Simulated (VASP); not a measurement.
Set up this calculation in VASP 6.6.1, as the native input.

| Quantity | Value |
| --- | --- |
| Task | relaxation of cell and atoms |
| Functional | PBEsol |
| Potentials or basis | VASP PAW PBE potentials, release 64 (Sr_sv, B) |
| Cutoff | 600 eV |
| k mesh | 7 × 7 × 7 |
| Occupations | fermi-dirac, width 0.1 eV |
| Spin | no spin polarisation |
| Dipole correction | no |
| Further INCAR settings | ALGO = Normal; EDIFF = 1e-07; IBRION = 2; EDIFFG = -0.01; NSW = 80; ISIF = 3 |

The structure of SrB4 lies in POSCAR:

```
SrB4
1.0
    0.0000000000      3.6881970000      0.0000000000
    3.6881970000      0.0000000000      0.0000000000
    1.8440990000      1.8440990000     -4.4648790000
Sr B
1 4
Direct
    0.0000000000      0.0000000000      0.0000000000
    0.3800000000      0.3800000000      0.2400000000
    0.6200000000      0.6200000000      0.7600000000
    0.7500000000      0.2500000000      0.5000000000
    0.2500000000      0.7500000000      0.5000000000
```

One way to write it, as run:

INCAR

```
  PREC = Accurate
  ENCUT = 600
  EDIFF = 1E-7
  ISMEAR = -1
  SIGMA = 0.1
  LREAL = F
  LASPH = T
  NELM = 100
  ALGO = Normal
  ISIF = 3
  LWAVE = F
  LCHARG = F
  GGA = PS
  IBRION = 2
  NSW = 80
  EDIFFG = -0.01
```

KPOINTS

```
Automatic mesh
0
Gamma
  7 7 7
```

Potentials or basis: VASP PAW PBE potentials, release 64 (Sr_sv, B).

Command:

```sh
$ cat potpaw_PBE.64/Sr_sv/POTCAR potpaw_PBE.64/B/POTCAR > POTCAR
$ mpirun -np 1 vasp_std > vasp.out
```

Results of the run:

```
Relaxed volume                        : 10.46 Å³/atom
Relaxed cell                          : a = 3.132 Å, b = 3.132 Å, c = 5.775 Å, α = 74.26°, β = 74.26°, γ = 90.00°
Space group after relaxing (to 0.1 Å) : I4/mmm (No. 139)
Energy gained by relaxing             : 361.4 meV/atom
Ionic steps                           : 33
Pressure after relaxing               : 0.0 GPa
Band gap on the k mesh                : zero (bands 11 and 12 overlap by 1.80 eV)
```

Caveat: a cell axis changed by over 15 % at a fixed basis, so the end point is rough; the PAW data sets were made with another functional, which shifts forces and pressure a little.

Run time: 15 min on 1 thread of Intel(R) Xeon(R) Platinum 8375C CPU @ 2.90GHz (Ice Lake), with other jobs on the host, peak memory 0.22 GiB.
